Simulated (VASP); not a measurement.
Input of a VASP 6.6.1 run:

Contents of INCAR:

```
SYSTEM = CoPt2O2
ALGO = Normal ; DIPOL = 0.5 0.5 0.502
EDIFF = 1E-7 ; ENCUT = 520
GGA = PS ; IDIPOL = 3
ISIF = 2 ; ISMEAR = 0
LASPH = .True. ; LCHARG = .True.
LDIPOL = .True. ; LELF = .True.
LREAL = .False. ; LVACPOTAV = .True.
LVHAR = .True. ; LWAVE = .False.
NBANDS = 28 ; NELM = 100
PREC = Accurate ; SIGMA = 0.1
```

Contents of KPOINTS:

```
k-points
0
Gamma
  12 12 1
  0 0 0
```

The input POSCAR:

```
CoPt2O2
1.0
    2.8101831222      0.0000000000      0.0000000000
   -1.4050915611      2.4336899731      0.0000000000
    0.0000000000      0.0000000000     22.8988731693
Pt O Co
2 2 1
Direct
    0.6666666667      0.3333333333      0.3711973047
    0.3333333333      0.6666666667      0.6340005896
    0.6666666667      0.3333333333      0.4579356641
    0.3333333333      0.6666666667      0.5443031838
    0.0000000000      0.0000000000      0.5013546779
```

Potentials or basis: VASP PAW PBE potentials, release 64 (Pt, O, Co).

Run with:

```console
$ cat potpaw_PBE.64/Pt/POTCAR potpaw_PBE.64/O/POTCAR potpaw_PBE.64/Co/POTCAR > POTCAR
$ mpirun -np 1 vasp_std > vasp.out
```

(1) Predict the largest force.

(2) Estimate the band gap on the k mesh.

Answers

(1) 0.695 eV/Å.

(2) zero (an odd number of electrons rules out a gap without spin polarisation).

Caveat: the PAW data sets were made with another functional, which shifts forces and pressure a little; spin-orbit coupling is left out, which moves the levels of the heavy elements; an odd number of electrons without spin polarisation forces a metal; a magnetic or distorted state may lie lower; the run has no spin polarisation, though such a crystal can be magnetic.
